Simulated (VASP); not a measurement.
# ZrB2 (Fm-3m) in VASP: further runs

The runs below take ZrB2 through relaxation of cell and atoms, single point, with PBE.

All numbers are computed with VASP 6.6.1; they aren't measurements. Logs are shortened: lines on timing, memory, paths and dates and some standing lists are left out, and cuts for length are marked.

**1. The cell of the first run**

The structure is cubic, space group Fm-3m (No. 225). Conventional cell: a = 4.964 Å, b = 4.964 Å, c = 4.964 Å, α = 90.00°, β = 90.00°, γ = 90.00°. Within 2.8 Å of Zr (site symmetry m-3m) lie 8 B at 2.15 Å. Within 2.8 Å of B (site symmetry -43m) lie 4 Zr at 2.15 Å and 6 B at 2.48 Å.

**2. Relaxation of cell and atoms, PBE**

The input, INCAR:

```
SYSTEM = ZrB2
ALGO     = Normal         ! electronic algorithm
EDIFF    = 1E-7           ! SCF threshold, eV
EDIFFG   = -0.04          ! ionic threshold
ENCUT    = 600            ! plane-wave cutoff, eV
GGA      = PE             ! functional
IBRION   = 2              ! ionic algorithm
ISIF     = 3              ! what is computed and relaxed
ISMEAR   = 0              ! smearing method
LASPH    = .True.         ! aspherical terms in the spheres
LCHARG   = .False.        ! write CHGCAR
LREAL    = .False.        ! projectors in reciprocal space
LWAVE    = .False.        ! write WAVECAR
NELM     = 80             ! most SCF steps
NSW      = 90             ! ionic steps
PREC     = Accurate       ! precision mode
SIGMA    = 0.1            ! smearing width, eV
```

The input, KPOINTS:

```
k-points
0
Gamma
  6 6 6
  0 0 0
```

The input, POSCAR:

```
ZrB2
1.0
    0.0000000000      2.4817508606      2.4817508606
    2.4817508606      0.0000000000      2.4817508606
    2.4817508606      2.4817508606      0.0000000000
Zr B
1 2
Direct
    0.0000000000      0.0000000000      0.0000000000
    0.2500000000      0.2500000000      0.2500000000
    0.7500000000      0.7500000000      0.7500000000
```

Potentials or basis: VASP PAW PBE potentials, release 64 (Zr_sv, B).

Launch:

```console
> cat potpaw_PBE.64/Zr_sv/POTCAR potpaw_PBE.64/B/POTCAR > POTCAR
> mpirun -np 1 vasp_std > vasp.out
```

OUTCAR:

```text
SYSTEM = ZrB2
   EDIFF = 1E-7
   EDIFFG = -0.04
   ENCUT = 600
   GGA = PE
   IBRION = 2
   ISIF = 3
   ISMEAR = 0
   LASPH = .True.
   LREAL = .False.
   NELM = 80
   NSW = 90
   PREC = Accurate

 ion  position               nearest neighbor table
   1  0.000  0.000  0.000-   3 2.15   3 2.15   3 2.15   2 2.15   3 2.15   2 2.15   2 2.15   2 2.15

   2  0.250  0.250  0.250-   1 2.15   1 2.15   1 2.15   1 2.15
   3  0.750  0.750  0.750-   1 2.15   1 2.15   1 2.15   1 2.15

  LATTYP: Found a face centered cubic cell.
 ALAT       =     4.9635017212

  Lattice vectors:

 A1 = (   0.0000000000,   2.4817508606,   2.4817508606)
 A2 = (   2.4817508606,   0.0000000000,   2.4817508606)
 A3 = (   2.4817508606,   2.4817508606,   0.0000000000)

Analysis of symmetry for initial positions (statically):
=====================================================================
 Subroutine PRICEL returns:
 Original cell was already a primitive cell.

 Routine SETGRP: Setting up the symmetry group for a
 face centered cubic supercell.

 Subroutine GETGRP returns: Found 48 space group operations
 (whereof 48 operations were pure point group operations)
 out of a pool of 48 trial point group operations.

The static configuration has the point symmetry O_h .

Analysis of symmetry for dynamics (positions and initial velocities):
=====================================================================
 Subroutine PRICEL returns:
 Original cell was already a primitive cell.

 Routine SETGRP: Setting up the symmetry group for a
 face centered cubic supercell.

 Subroutine GETGRP returns: Found 48 space group operations
 (whereof 48 operations were pure point group operations)
 out of a pool of 48 trial point group operations.

The dynamic configuration has the point symmetry O_h .

 Subroutine INISYM returns: Found 48 space group operations
 (whereof 48 operations are pure point group operations),
 and found     1 'primitive' translations

----------------------------------------------------------------------------------------

                                     Primitive cell

  volume of cell :      30.5706

  direct lattice vectors                    reciprocal lattice vectors
     0.000000000  2.481750861  2.481750861    -0.201470667  0.201470667  0.201470667
     2.481750861  0.000000000  2.481750861     0.201470667 -0.201470667  0.201470667
     2.481750861  2.481750861  0.000000000     0.201470667  0.201470667 -0.201470667

  length of vectors
     3.509725725  3.509725725  3.509725725     0.348957431  0.348957431  0.348957431

  position of ions in fractional coordinates (direct lattice)
     0.000000000  0.000000000  0.000000000
     0.250000000  0.250000000  0.250000000
     0.750000000  0.750000000  0.750000000

  ion indices of the primitive-cell ions
   primitive index   ion index
                 1           1
                 2           2
                 3           3

----------------------------------------------------------------------------------------

 KPOINTS: k-points

Automatic generation of k-mesh.
 Grid dimensions read from file:
 generate k-points for:    6    6    6

 Generating k-lattice:

  Cartesian coordinates                     Fractional coordinates (reciprocal lattice)
    -0.033578444  0.033578444  0.033578444     0.166666667  0.000000000  0.000000000
     0.033578444 -0.033578444  0.033578444     0.000000000  0.166666667  0.000000000
     0.033578444  0.033578444 -0.033578444     0.000000000  0.000000000  0.166666667

  Length of vectors
     0.058159572  0.058159572  0.058159572

  Shift w.r.t. Gamma in fractional coordinates (k-lattice)
     0.000000000  0.000000000  0.000000000

 Subroutine IBZKPT returns following result:
 ===========================================

 Found     16 irreducible k-points:

 Following reciprocal coordinates:
            Coordinates               Weight
  0.000000  0.000000  0.000000      1.000000
  0.166667  0.000000  0.000000      8.000000
  0.333333  0.000000  0.000000      8.000000
  0.500000  0.000000  0.000000      4.000000
  0.166667  0.166667  0.000000      6.000000
  0.333333  0.166667  0.000000     24.000000
[... 8 lines left out ...]
 -0.333333  0.333333  0.166667     24.000000
 -0.333333  0.500000  0.166667     12.000000
   k-points           NKPTS =     16   k-points in BZ     NKDIM =     16   number of bands    NBANDS=     13
   number of dos      NEDOS =    301   number of ions     NIONS =      3
   total plane-waves  NPLWV =  21952
   dimension x,y,z NGX =    28 NGY =   28 NGZ =   28
   dimension x,y,z NGXF=    56 NGYF=   56 NGZF=   56
   ions per type =               1   2
   NGX,Y,Z   is equivalent  to a cutoff of  13.26, 13.26, 13.26 a.u.
   NGXF,Y,Z  is equivalent  to a cutoff of  26.53, 26.53, 26.53 a.u.
 SYSTEM =  ZrB2
   PREC   = accura    normal or accurate (medium, high low for compatibility)
   ISTART =      0    job   : 0-new  1-cont  2-samecut
   ICHARG =      2    charge: 1-file 2-atom 10-const
   ISPIN  =      1    spin polarized calculation?
   LNONCOLLINEAR =      F non collinear calculations
   LSORBIT =      F    spin-orbit coupling
   LASPH  =      T    aspherical Exc in radial PAW
   ENCUT  =  600.0 eV  44.10 Ry    6.64 a.u.   7.01  7.01  7.01*2*pi/ulx,y,z
   NELM   =     80;   NELMIN=  2; NELMDL= -5     # of ELM steps
   EDIFF  = 0.1E-06   stopping-criterion for ELM
   LREAL  =      F    real-space projection
   EDIFFG = -.4E-01   stopping-criterion for IOM
   NSW    =     90    number of steps for IOM
   IBRION =      2    ionic relax: 0-MD 1-quasi-New 2-CG
   NFREE  =      1    steps in history (QN), initial steepest desc. (CG)
   ISIF   =      3    stress and relaxation
   ISYM   =      2    0-nonsym 1-usesym 2-fastsym
   POTIM  = 0.5000    time-step for ionic-motion
   TEBEG  =    0.0;   TEEND  =   0.0 temperature during run
   PSTRESS=    0.0 pullay stress
   NELECT =      18.0000    total number of electrons
   NUPDOWN=      -1.0000    fix difference up-down
   EMIN   =  10.00;   EMAX   =-10.00  energy-range for DOS
   EFERMI =   0.00;   METHOD = LEGACY
   ISMEAR =     0;   SIGMA  =   0.10  broadening in eV -4-tet -1-fermi 0-gaus
   EFERMI_NEDOS =   21; number of points for ismear=-14 and -15
   IALGO  =     38    algorithm
   IMIX   =      4    mixing-type and parameters
     AMIX     =   0.40;   BMIX     =  1.00
     AMIX_MAG =   1.60;   BMIX_MAG =  1.00
  volume/ion in A,a.u.               =      10.19        68.77
  Fermi-wavevector in a.u.,A,eV,Ry     =   1.372137  2.592963 25.616506  1.882760
  Thomas-Fermi vector in A             =   2.497771
   LORBIT       =      0    0 simple, 1 ext, 2 COOP (PROOUT), +10 PAW based schemes
   GGA     = PE    functional components
   LHFCALC =     F    Hartree Fock is set to
   AEXX    =    0.0000 exact exchange contribution
   IVDW    =     0    specifies the selected vdW correction
   LEPSILON=     F    determine dielectric tensor
   LRPA    =     F    only Hartree local field effects (RPA)
 conjugate gradient relaxation of ions
 non-spin polarized calculation
 Gauss-broadening in eV      SIGMA  =   0.10
  energy-cutoff  :      600.00
  volume of cell :       30.57
 maximum number of plane-waves:      1034
   NGX = 13   NGY = 13   NGZ = 13

--------------------------------------- Ionic step        1  -------------------------------------------

 number of electron      18.0000000 magnetization

 Free energy of the ion-electron system (eV)
  ---------------------------------------------------
  ext. energy  EPLUGINS =         0.00000000
  ---------------------------------------------------
  free energy    TOTEN  =       -17.87493918 eV

  energy without entropy =      -17.86891754  energy(sigma->0) =      -17.87192836

 E-fermi :  10.1085     XC(G=0): -12.3176

 val. band max:       10.0592128660   @ k =   0.0000   0.0000   0.0000
 cond. band min:      10.1371352533   @ k =  -0.3333   0.3333   0.1667
 fundamental gap:      0.0779223873
 Fermi energy:        10.1084863026

 k-point     1 :       0.0000    0.0000    0.0000
  band No.  band energies     occupation
      1     -37.6910      2.00000
      2     -15.8491      2.00000
      3     -15.8491      2.00000
      4     -15.8491      2.00000
      5      -1.0856      2.00000
      6       4.9872      2.00000
      7       4.9872      2.00000
      8       4.9872      2.00000
      9      10.0592      1.51409
     10      11.8541      0.00000
     11      11.8541      0.00000
     12      14.2501      0.00000
     13      14.2501      0.00000
[... 597 lines left out ...]
 POSITION                                       TOTAL-FORCE (eV/Angst)
 -----------------------------------------------------------------------------------
      0.00000      0.00000      0.00000         0.000000     -0.000000      0.000000
      1.37254      1.37254      1.37254         0.000000      0.000000      0.000000
      4.11761      4.11761      4.11761        -0.000000     -0.000000     -0.000000
 -----------------------------------------------------------------------------------
    total drift:                               -0.000000     -0.000000      0.000000

  FREE ENERGIE OF THE ION-ELECTRON SYSTEM (eV)
  ---------------------------------------------------
  free  energy   TOTEN  =       -19.5724907624 eV

  energy  without entropy=      -19.5661086967  energy(sigma->0) =      -19.56929973

--------------------------------------- Ionic step        4  -------------------------------------------

 number of electron      18.0000000 magnetization

 Free energy of the ion-electron system (eV)
  ---------------------------------------------------
  ext. energy  EPLUGINS =         0.00000000
  ---------------------------------------------------
  free energy    TOTEN  =       -19.57362764 eV

  energy without entropy =      -19.56735756  energy(sigma->0) =      -19.57049260

 E-fermi :   6.6409     XC(G=0): -10.9708

 val. band max:        6.4626034697   @ k =  -0.1667   0.1667   0.0000
 cond. band min:       6.6729045697   @ k =  -0.3333   0.1667   0.0000
 fundamental gap:      0.2103011000
 Fermi energy:         6.6408926804

 k-point     1 :       0.0000    0.0000    0.0000
  band No.  band energies     occupation
      1     -41.6073      2.00000
      2     -19.6761      2.00000
      3     -19.6761      2.00000
      4     -19.6761      2.00000
      5      -3.0765      2.00000
      6       3.1727      2.00000
      7       3.1727      2.00000
      8       3.1727      2.00000
      9       5.5131      2.00000
     10       8.5023      0.00000
     11       8.5023      0.00000
     12      10.5071      0.00000
     13      10.5071      0.00000
[... 260 lines left out ...]
 POSITION                                       TOTAL-FORCE (eV/Angst)
 -----------------------------------------------------------------------------------
      0.00000      0.00000      0.00000        -0.000000     -0.000000     -0.000000
      1.36964      1.36964      1.36964        -0.000000     -0.000000     -0.000000
      4.10892      4.10892      4.10892         0.000000      0.000000      0.000000
 -----------------------------------------------------------------------------------
    total drift:                               -0.000000     -0.000000      0.000000

  FREE ENERGIE OF THE ION-ELECTRON SYSTEM (eV)
  ---------------------------------------------------
  free  energy   TOTEN  =       -19.5736276362 eV

  energy  without entropy=      -19.5673575583  energy(sigma->0) =      -19.57049260

 reached required accuracy - stopping structural energy minimisation
```

Run time: 67 s. Hardware: 1 thread of Intel Xeon 8259CL, shared host; peak memory 0.16 GiB.

What came out:

| Quantity | Value |
| --- | --- |
| Free energy | -19.5736 eV |
| Relaxed volume | 13.70 Å³/atom |
| Relaxed cell | a = 3.874 Å, b = 3.874 Å, c = 3.874 Å, α = 60.00°, β = 60.00°, γ = 60.00° |
| Space group after relaxing (to 0.1 Å) | Fm-3m (No. 225) |
| Energy gained by relaxing | 566.2 meV/atom |
| Ionic steps | 4 |
| Pressure after relaxing | -0.3 GPa |
| Band gap on the k mesh | zero (bands 9 and 10 overlap by 1.35 eV) |

Step by step:
| step | energy change (eV) | largest force (eV/Å) | pressure (GPa) | volume (Å³) |
| --- | --- | --- | --- | --- |
| 1 | 0.0000 | 0.0000 | 65.77 | 30.57 |
| 2 | -0.8175 | 0.0000 | -19.23 | 53.06 |
| 3 | -1.6976 | 0.0000 | -1.09 | 41.37 |
| 4 | -1.6987 | 0.0000 | -0.29 | 41.11 |

Final structure:
```
CELL_PARAMETERS angstrom
0.00000 2.73928 2.73928
2.73928 0.00000 2.73928
2.73928 2.73928 0.00000
ATOMIC_POSITIONS crystal
Zr 0.00000 0.00000 0.00000
B 0.25000 0.25000 0.25000
B 0.75000 0.75000 0.75000
```

Levels at points of the mesh, in eV from the Fermi level:
| k point | band 6 | band 7 | band 8 | band 9 | band 10 | band 11 | band 12 | band 13 |
| --- | --- | --- | --- | --- | --- | --- | --- | --- |
| (0.00, 0.00, 0.00) | -3.47 | -3.47 | -3.47 | -1.13 | 1.86 | 1.86 | 3.87 | 3.87 |
| (0.50, 0.00, 0.00) | -5.81 | -2.54 | -2.54 | 0.80 | 1.44 | 1.44 | 1.74 | 2.62 |
| (0.50, 0.50, 0.00) | -5.72 | -4.90 | -1.11 | -1.11 | 0.90 | 0.90 | 2.96 | 3.25 |

Caveat: the k points lie up to 0.33 Å⁻¹ apart in the final cell, too coarse for converged energies and pressures of a metal; the volume moved by over 15 % at a fixed basis, so the end points are rough.

[end of part 1 of 2]

The gap in the log of VASP goes by the Fermi energy; the results here count the filled bands.